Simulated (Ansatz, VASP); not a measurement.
## Ga4PN3 in VASP and in Ansatz

```
N P Ga
1.0
     3.33709    0.00000    0.00000
    -1.66855    2.89001    0.00000
     0.00000    0.00000   11.04889
N P Ga
3 1 4
Direct
  0.66667 0.33333 0.98000
  0.66667 0.33333 0.52061
  0.33333 0.66667 0.75017
  0.33333 0.66667 0.24603
  0.66667 0.33333 0.80290
  0.66667 0.33333 0.34392
  0.33333 0.66667 0.57320
  0.33333 0.66667 0.03317
```

Alike in both runs: task single point; functional PBE; k mesh 12 × 12 × 2; occupations fermi-dirac, width 0.02 eV; no spin polarisation.

|  | VASP | Ansatz |
| --- | --- | --- |
| version | VASP 6.6.1 | Ansatz 0.2.0 |
| potentials or method | VASP PAW PBE potentials, release 64 (N, P, Ga_d) | plane waves, PAW |
| plane-wave cutoff (eV) | 520 | 420 |
| valence electrons in the cell | 72 | 72 |

|  | VASP | Ansatz | Ansatz less VASP |
| --- | --- | --- | --- |
| pressure (GPa) | 4.9 | 4.8 | -0.05 |
| traceless stress, the component that is largest in VASP (GPa) | 0.54 | 0.55 | +0.009 |
| rms of the force components (eV/Å) | 0.064 | 0.073 | +0.0088 |

Atom by atom the forces differ by 0.011 eV/Å (rms over components).
